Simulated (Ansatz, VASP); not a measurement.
# TiAl: VASP beside Ansatz

INCAR

```
SYSTEM = TiAl
ALGO = Fast ; EDIFF = 1E-7
ENCUT = 520 ; GGA = PS
ISIF = 2 ; ISMEAR = 0
LASPH = .True. ; LCHARG = .False.
LREAL = .False. ; LWAVE = .False.
NBANDS = 14 ; NELM = 100
PREC = Accurate ; SIGMA = 0.15
```

File KPOINTS:

```
k-points
0
Gamma
  24 24 14
  0 0 0
```

Contents of POSCAR:

```
TiAl
1.0
    2.9617341361      0.0000000000      0.0000000000
   -1.4808670680      2.5649370011      0.0000000000
    0.0000000000      0.0000000000      4.2503491602
Ti Al
1 1
Direct
    0.0000000000      0.0000000000      0.0000000000
    0.3333333333      0.6666666667      0.5000000000
```

Input for Ansatz:

```yaml
crystal:
  lattice:
    - [2.9617341361, 0.0, 0.0]
    - [-1.480867068, 2.5649370011, 0.0]
    - [0.0, 0.0, 4.2503491602]
  atoms:
    - { symbol: Ti, position: [0.0, 0.0, 0.0] }
    - { symbol: Al, position: [0.3333333333, 0.6666666667, 0.5] }
basis:
  ecutwfc: 420
kpoints:
  mp_grid: { grid: [24, 24, 14] }
hamiltonian:
  xc: pbesol
scf:
  occupations: { method: gaussian, width: 0.15 }
output:
  forces: true
  stress: true
  eigenvalues: true
```

Change from the starting cell: strain +0.040 along x and y, -0.080 along z, atoms carried along.

Alike in both runs: task single point; functional PBEsol; k mesh 24 × 24 × 14; occupations gaussian, width 0.15 eV; no spin polarisation.

|  | VASP | Ansatz |
| --- | --- | --- |
| version | VASP 6.6.1 | Ansatz 0.2.0 |
| potentials or method | VASP PAW PBE potentials, release 64 (Ti_sv, Al), cutoff 520 eV | scalar-relativistic, plane waves, PAW |
| valence electrons in the cell | 15 | 15 |

|  | VASP | Ansatz | Ansatz less VASP |
| --- | --- | --- | --- |
| gap on the k mesh at the Fermi level (eV) | none | none | - |
| pressure (GPa) | 3.1 | 3.1 | 0.00 |
| traceless stress, the component that is largest in VASP (GPa) | 10.33 | 10.27 | -0.053 |

VASP's potentials were made for PBE, not for PBEsol. A gap of «none» marks a metal or a gap that the smearing closes. With one functional, cell and mesh, what is left measures potentials, basis and numerics.
